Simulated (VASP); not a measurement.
# TiSi16 (a cell with a defect) in VASP: relaxation of the atoms with PBE+D3(BJ)

Aim: the relaxation of the atoms of TiSi16 (a cell with a defect) with PBE+D3(BJ).

All numbers are computed with VASP 6.6.1; they aren't measurements. Logs are shortened: lines on timing, memory, paths and dates and some standing lists are left out, and cuts for length are marked.

## 1. The cell of the first run

The cell holds a defect, 17 atoms: a = 7.679 Å, b = 7.679 Å, c = 7.679 Å, α = 60.00°, β = 60.00°, γ = 60.00°.

## 2. Relaxation of the atoms, PBE+D3(BJ)

The input, INCAR:

```
PREC = Accurate
ENCUT = 520
EDIFF = 1E-6
ISMEAR = 0
SIGMA = 0.05
LREAL = Auto
LASPH = True
NELM = 100
ALGO = Normal
ISIF = 2
LWAVE = False
LCHARG = False
GGA = PE
IVDW = 12
IBRION = 2
NSW = 80
EDIFFG = -0.03
```

The input, KPOINTS:

```
Automatic mesh
0
Gamma
  2 2 2
```

The input, POSCAR:

```
TiSi16
1.0
    0.0000000000      5.4300000000      5.4300000000
    5.4300000000      0.0000000000      5.4300000000
    5.4300000000      5.4300000000      0.0000000000
Si Ti
16 1
Direct
    0.0000000000      0.0000000000      0.0000000000
    0.1250000000      0.1250000000      0.1250000000
    0.0000000000      0.0000000000      0.5000000000
    0.1250000000      0.1250000000      0.6250000000
    0.0000000000      0.5000000000      0.0000000000
    0.1250000000      0.6250000000      0.1250000000
    0.0000000000      0.5000000000      0.5000000000
    0.1250000000      0.6250000000      0.6250000000
    0.5000000000      0.0000000000      0.0000000000
    0.6250000000      0.1250000000      0.1250000000
    0.5000000000      0.0000000000      0.5000000000
    0.6250000000      0.1250000000      0.6250000000
    0.5000000000      0.5000000000      0.0000000000
    0.6250000000      0.6250000000      0.1250000000
    0.5000000000      0.5000000000      0.5000000000
    0.6250000000      0.6250000000      0.6250000000
    0.3736248600      0.3685572400      0.3837821200
```

Potentials or basis: VASP PAW PBE potentials, release 64 (Si, Ti_sv).

The run is started by

```bash
$ cat potpaw_PBE.64/Si/POTCAR potpaw_PBE.64/Ti_sv/POTCAR > POTCAR
$ mpirun -np 1 vasp_std > vasp.out
```

OUTCAR:

```text
PREC = Accurate
   ENCUT = 520
   EDIFF = 1E-6
   ISMEAR = 0
   LREAL = Auto
   LASPH = True
   NELM = 100
   ISIF = 2
   GGA = PE
   IVDW = 12
   IBRION = 2
   NSW = 80
   EDIFFG = -0.03
 IVDW          = 12

 ion  position               nearest neighbor table
   1  0.000  0.000  0.000-   2 2.35   4 2.35   6 2.35  10 2.35
   2  0.125  0.125  0.125-   1 2.35   3 2.35   5 2.35   9 2.35
   3  0.000  0.000  0.500-   2 2.35   4 2.35   8 2.35  12 2.35
   4  0.125  0.125  0.625-   1 2.35   3 2.35   7 2.35  11 2.35  17 2.67
   5  0.000  0.500  0.000-   2 2.35   6 2.35   8 2.35  14 2.35
   6  0.125  0.625  0.125-   1 2.35   5 2.35   7 2.35  13 2.35  17 2.76
   7  0.000  0.500  0.500-  17 2.34   6 2.35   8 2.35  16 2.35   4 2.35
   8  0.125  0.625  0.625-   3 2.35   5 2.35   7 2.35  15 2.35  17 2.70
   9  0.500  0.000  0.000-   2 2.35  10 2.35  12 2.35  14 2.35
  10  0.625  0.125  0.125-   1 2.35   9 2.35  11 2.35  13 2.35  17 2.73
  11  0.500  0.000  0.500-  17 2.31  10 2.35  12 2.35  16 2.35   4 2.35
  12  0.625  0.125  0.625-   3 2.35   9 2.35  11 2.35  15 2.35  17 2.68
  13  0.500  0.500  0.000-   6 2.35  10 2.35  14 2.35  16 2.35  17 2.41
  14  0.625  0.625  0.125-   5 2.35   9 2.35  13 2.35  15 2.35  17 2.76
  15  0.500  0.500  0.500-  17 2.35  12 2.35  14 2.35  16 2.35   8 2.35
  16  0.625  0.625  0.625-   7 2.35  11 2.35  13 2.35  15 2.35
  17  0.374  0.369  0.384-  11 2.31   7 2.34  15 2.35  13 2.41   4 2.67  12 2.68   8 2.70  10 2.73
                             6 2.76  14 2.76

  LATTYP: Found a face centered cubic cell.
 ALAT       =    10.8600000000

  Lattice vectors:

 A1 = (   0.0000000000,   5.4300000000,   5.4300000000)
 A2 = (   5.4300000000,   0.0000000000,   5.4300000000)
 A3 = (   5.4300000000,   5.4300000000,   0.0000000000)

Analysis of symmetry for initial positions (statically):
=====================================================================
 Subroutine PRICEL returns:
 Original cell was already a primitive cell.

 Routine SETGRP: Setting up the symmetry group for a
 face centered cubic supercell.

 Subroutine GETGRP returns: Found  1 space group operations
 (whereof  1 operations were pure point group operations)
 out of a pool of 48 trial point group operations.

The static configuration has the point symmetry C_1 .

Analysis of symmetry for dynamics (positions and initial velocities):
=====================================================================
 Subroutine PRICEL returns:
 Original cell was already a primitive cell.

 Routine SETGRP: Setting up the symmetry group for a
 face centered cubic supercell.

 Subroutine GETGRP returns: Found  1 space group operations
 (whereof  1 operations were pure point group operations)
 out of a pool of 48 trial point group operations.

The dynamic configuration has the point symmetry C_1 .

 Subroutine INISYM returns: Found  1 space group operations
 (whereof  1 operations are pure point group operations),
 and found     1 'primitive' translations

[... 90 lines left out ...]
   number of dos      NEDOS =    301   number of ions     NIONS =     17
   total plane-waves  NPLWV = 216000
   dimension x,y,z NGX =    60 NGY =   60 NGZ =   60
   dimension x,y,z NGXF=   120 NGYF=  120 NGZF=  120
   ions per type =              16   1
   NGX,Y,Z   is equivalent  to a cutoff of  12.99, 12.99, 12.99 a.u.
   NGXF,Y,Z  is equivalent  to a cutoff of  25.98, 25.98, 25.98 a.u.
 SYSTEM =  unknown system
   PREC   = accura    normal or accurate (medium, high low for compatibility)
   ISTART =      0    job   : 0-new  1-cont  2-samecut
   ICHARG =      2    charge: 1-file 2-atom 10-const
   ISPIN  =      1    spin polarized calculation?
   LNONCOLLINEAR =      F non collinear calculations
   LSORBIT =      F    spin-orbit coupling
   LASPH  =      T    aspherical Exc in radial PAW
   ENCUT  =  520.0 eV  38.22 Ry    6.18 a.u.  14.28 14.28 14.28*2*pi/ulx,y,z
   NELM   =    100;   NELMIN=  2; NELMDL= -5     # of ELM steps
   EDIFF  = 0.1E-05   stopping-criterion for ELM
   LREAL  =      T    real-space projection
   EDIFFG = -.3E-01   stopping-criterion for IOM
   NSW    =     80    number of steps for IOM
   IBRION =      2    ionic relax: 0-MD 1-quasi-New 2-CG
   NFREE  =      1    steps in history (QN), initial steepest desc. (CG)
   ISIF   =      2    stress and relaxation
   ISYM   =      2    0-nonsym 1-usesym 2-fastsym
   POTIM  = 0.5000    time-step for ionic-motion
   TEBEG  =    0.0;   TEEND  =   0.0 temperature during run
   PSTRESS=    0.0 pullay stress
   NELECT =      76.0000    total number of electrons
   NUPDOWN=      -1.0000    fix difference up-down
   EMIN   =  10.00;   EMAX   =-10.00  energy-range for DOS
   EFERMI =   0.00;   METHOD = LEGACY
   ISMEAR =     0;   SIGMA  =   0.05  broadening in eV -4-tet -1-fermi 0-gaus
   EFERMI_NEDOS =   21; number of points for ismear=-14 and -15
   IALGO  =     38    algorithm
   IMIX   =      4    mixing-type and parameters
     AMIX     =   0.40;   BMIX     =  1.00
     AMIX_MAG =   1.60;   BMIX_MAG =  1.00
  volume/ion in A,a.u.               =      18.84       127.11
  Fermi-wavevector in a.u.,A,eV,Ry     =   1.013607  1.915439 13.978610  1.027399
  Thomas-Fermi vector in A             =   2.146786
   LORBIT       =      0    0 simple, 1 ext, 2 COOP (PROOUT), +10 PAW based schemes
   GGA     = PE    functional components
   LHFCALC =     F    Hartree Fock is set to
   AEXX    =    0.0000 exact exchange contribution
   IVDW    =    12    specifies the selected vdW correction
   LEPSILON=     F    determine dielectric tensor
   LRPA    =     F    only Hartree local field effects (RPA)
 conjugate gradient relaxation of ions
 non-spin polarized calculation
 Gauss-broadening in eV      SIGMA  =   0.05
  energy-cutoff  :      520.00
  volume of cell :      320.21
 maximum number of plane-waves:      8646
 NGX is ok and might be reduce to    60
   NGX = 29   NGY = 29   NGZ = 29

--------------------------------------- Ionic step        1  -------------------------------------------

 number of electron      76.0000002 magnetization

 Free energy of the ion-electron system (eV)
  ---------------------------------------------------
  ext. energy  EPLUGINS =         0.00000000
  ---------------------------------------------------
  free energy    TOTEN  =       -91.81139339 eV

  energy without entropy =      -91.76705867  energy(sigma->0) =      -91.78922603

------------------------ aborting loop because EDIFF is reached ----------------------------------------

 Edisp (eV)   -5.83790

 E8    (eV) :    -2.4420
[... 321 lines left out ...]
--------------------------------------- Ionic step        7  -------------------------------------------

 number of electron      75.9999998 magnetization

 Free energy of the ion-electron system (eV)
  ---------------------------------------------------
  ext. energy  EPLUGINS =         0.00000000
  ---------------------------------------------------
  free energy    TOTEN  =       -92.21359329 eV

  energy without entropy =      -92.18903648  energy(sigma->0) =      -92.20131489

 E-fermi :   6.9297     XC(G=0):  -9.7514

 val. band max:        6.8923038570   @ k =   0.5000   0.5000   0.0000
 cond. band min:       6.9569896397   @ k =   0.5000   0.5000   0.5000
 fundamental gap:      0.0646857828
 Fermi energy:         6.9297291375

 k-point     1 :       0.0000    0.0000    0.0000
  band No.  band energies     occupation
      1     -49.8782      2.00000
      2     -26.2541      2.00000
      3     -26.2519      2.00000
      4     -26.2468      2.00000
      5      -5.7210      2.00000
      6      -3.5140      2.00000
[... 437 lines left out ...]
  FREE ENERGIE OF THE ION-ELECTRON SYSTEM (eV)
  ---------------------------------------------------
  free  energy   TOTEN  =       -98.0514089810 eV

  energy  without entropy=      -98.0268521633  energy(sigma->0) =      -98.03913057

 reached required accuracy - stopping structural energy minimisation
```

CONTCAR:

```text
TiSi16
   1.00000000000000
     0.0000000000000000    5.4299999999999997    5.4299999999999997
     5.4299999999999997    0.0000000000000000    5.4299999999999997
     5.4299999999999997    5.4299999999999997    0.0000000000000000
  Si              Ti
    16     1
Direct
     0.0013996333717137    0.0011808855627435    0.0019104411535605
     0.1250196780493112    0.1250546607725407    0.1249147211729223
     0.0016037267490446    0.0013585255118182    0.4954141561299190
     0.1217853120629183    0.1213638215168475    0.6285009638029240
     0.0013232529221521    0.4955458498903178    0.0017920177583357
     0.1214581263894106    0.6280656164727652    0.1223182099435613
[... 9 lines left out ...]
     0.6247018948447207    0.6237375449838147    0.6267671036310785
     0.3747706316375092    0.3740687635104533    0.3763213701416161

  0.00000000E+00  0.00000000E+00  0.00000000E+00
  0.00000000E+00  0.00000000E+00  0.00000000E+00
  0.00000000E+00  0.00000000E+00  0.00000000E+00
  0.00000000E+00  0.00000000E+00  0.00000000E+00
  0.00000000E+00  0.00000000E+00  0.00000000E+00
  0.00000000E+00  0.00000000E+00  0.00000000E+00
[... 9 lines left out ...]
  0.00000000E+00  0.00000000E+00  0.00000000E+00
  0.00000000E+00  0.00000000E+00  0.00000000E+00
```

Wall time 18 min (1 thread of Oxide Virtual Turin-like, shared host); peak memory 0.53 GiB.

Results:

```yaml
Free_energy: -98.0514 eV
Energy_gained_by_relaxing: 23.7 meV/atom
Ionic_steps: 7
Pressure_after_relaxing: 0.9 GPa
Largest_force_after_relaxing: 0.022 eV/Å
Band_gap_on_the_k_mesh: zero (bands 38 and 39 overlap by 0.43 eV)
Dispersion_energy_per_atom: -0.343 eV
```

Forces in eV/Å, atoms in the order of the input:
```
Si  -0.007 -0.009  0.003
Si   0.000  0.001 -0.001
Si   0.010  0.005 -0.005
Si  -0.003  0.007 -0.003
Si  -0.002 -0.006  0.006
Si   0.008 -0.008 -0.008
Si   0.010 -0.003 -0.012
Si   0.004  0.001 -0.003
Si  -0.007 -0.003  0.009
Si  -0.006  0.013 -0.013
Si   0.003  0.004 -0.004
Si  -0.004  0.003 -0.007
Si  -0.006 -0.004  0.004
Si   0.007  0.008  0.008
Si   0.010  0.012  0.004
Si  -0.009 -0.006  0.007
Ti  -0.007 -0.014  0.016
```

Step by step:
```
step  energy change (eV)  largest force (eV/Å)  pressure (GPa)
   1              0.0000                2.1214            1.90
   2             -0.3904                0.4889            0.93
   3             -0.3918                0.3389            0.95
   4             -0.4000                0.2184            0.94
   5             -0.4005                0.1166            0.93
   6             -0.4020                0.0458            0.94
   7             -0.4021                0.0223            0.95
```

Final structure:
```
Si Ti
1.0
     0.00000    5.43000    5.43000
     5.43000    0.00000    5.43000
     5.43000    5.43000    0.00000
Si Ti
16 1
Cartesian
  0.0168 0.0180 0.0140
  1.3573 1.3571 1.3579
  2.6975 2.6988 0.0161
  4.0718 4.0741 1.3203
  2.7005 0.0169 2.6980
  4.0746 1.3237 4.0699
  5.4754 8.1003 8.0992
  6.8235 4.0731 4.0718
  0.0167 2.7010 2.6970
  1.3226 4.0759 4.0691
  8.0968 5.4788 8.0962
  4.0717 6.8246 4.0708
  8.1055 8.1060 5.4690
  4.0745 4.0750 6.8212
  5.4751 5.4756 5.4744
  6.7902 6.7955 6.7790
  4.0746 4.0784 4.0662
```

Caveat: the k points lie up to 0.50 Å⁻¹ apart.

The gap in the log of VASP goes by the Fermi energy; the results here count the filled bands.